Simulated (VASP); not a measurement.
Crystal: Be2TeI.

```xyz
4
Lattice="3.7860 0.0000 0.0000 -1.8930 3.2787 0.0000 0.0000 0.0000 6.2377" Properties=species:S:1:pos:R:3 pbc="T T T"
Be    1.8930    1.0929    1.5594
Be    1.8930    1.0929    4.6783
Te    0.0000    0.0000    0.0000
I     0.0000    2.1858    3.1189
```

```yaml
Program: VASP 6.6.1
Task: relaxation of cell and atoms
Functional: PBE
Potentials_or_basis: VASP PAW PBE potentials, release 64 (Be, Te, I)
Cutoff: 600 eV
k_mesh: 6 × 6 × 4
Occupations: gaussian, width 0.1 eV
Spin: no spin polarisation
```

At the start: pressure 3.7 GPa; volume 19.36 Å³/atom.

Question: Where does the relaxation end?

Answer: Over 7 steps the energy falls by 101.3 meV/atom and the volume is 20.82 Å³/atom (+7.5 %); space group P-6m2 (No. 187, to 0.1 Å) before and after.

The path:
| step | energy change (eV) | largest force (eV/Å) | pressure (GPa) | volume (Å³) |
| --- | --- | --- | --- | --- |
| 1 | 0.0000 | 1.3696 | 3.66 | 77.43 |
| 2 | -0.2178 | 1.0102 | -0.03 | 82.49 |
| 3 | -0.2808 | 0.7546 | -2.26 | 86.61 |
| 4 | -0.2834 | 0.7067 | -2.66 | 87.48 |
| 5 | -0.3882 | 0.2904 | -0.97 | 84.78 |
| 6 | -0.4053 | 0.0126 | 0.24 | 83.19 |
| 7 | -0.4053 | 0.0282 | 0.17 | 83.27 |

Final structure:
```
Be Te I
1.0
     3.84108    0.00000    0.00000
    -1.92054    3.32647    0.00000
     0.00000    0.00000    6.51720
Be Te I
2 1 1
Direct
  0.66667 0.33333 0.21220
  0.66667 0.33333 0.78780
  0.00000 0.00000 0.00000
  0.33333 0.66667 0.50000
```

Caveat: an odd number of electrons without spin polarisation forces a metal; a magnetic or distorted state may lie lower.
